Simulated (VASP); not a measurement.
A run of VASP 6.6.1 is set up as follows.

INCAR

```
  PREC = Accurate
  ENCUT = 520
  EDIFF = 1E-6
  ISMEAR = 0
  SIGMA = 0.1
  LREAL = F
  LASPH = T
  NELM = 100
  ALGO = Normal
  ISIF = 2
  LWAVE = F
  LCHARG = F
  GGA = PE
  NBANDS = 30
```

File KPOINTS:

```
regular mesh
0
Gamma
  4 4 4
```

File POSCAR:

```
ZrInS3
1.0
    4.3986809100      0.0000000000      0.0000000000
    0.0000000000      4.3986809100      0.0000000000
    0.0000000000      0.0000000000      5.5658917000
Zr In S
1 1 3
Direct
    0.0000000000      0.0000000000      0.0000000000
    0.5000000000      0.5000000000      0.6620000000
    0.5000000000      0.5000000000      0.1059000000
    0.0000000000      0.5000000000      0.5000000000
    0.5000000000      0.0000000000      0.5000000000
```

Potentials or basis: VASP PAW PBE potentials, release 64 (Zr_sv, In_d, S).

The run is started by

```console
$ cat potpaw_PBE.64/Zr_sv/POTCAR potpaw_PBE.64/In_d/POTCAR potpaw_PBE.64/S/POTCAR > POTCAR
$ mpirun -np 1 vasp_std > vasp.out
```

Q: Predict the pressure.

A: 4.7 GPa.

Q: Estimate the largest force.

A: 1.524 eV/Å.

Stress tensor (GPa, compression positive):
```
 8.28  0.00  0.00
 0.00  8.28  0.00
 0.00  0.00 -2.40
```

Caveat: forces of over 1 eV/Å act on the atoms, so gaps and moduli don't describe the material at rest.
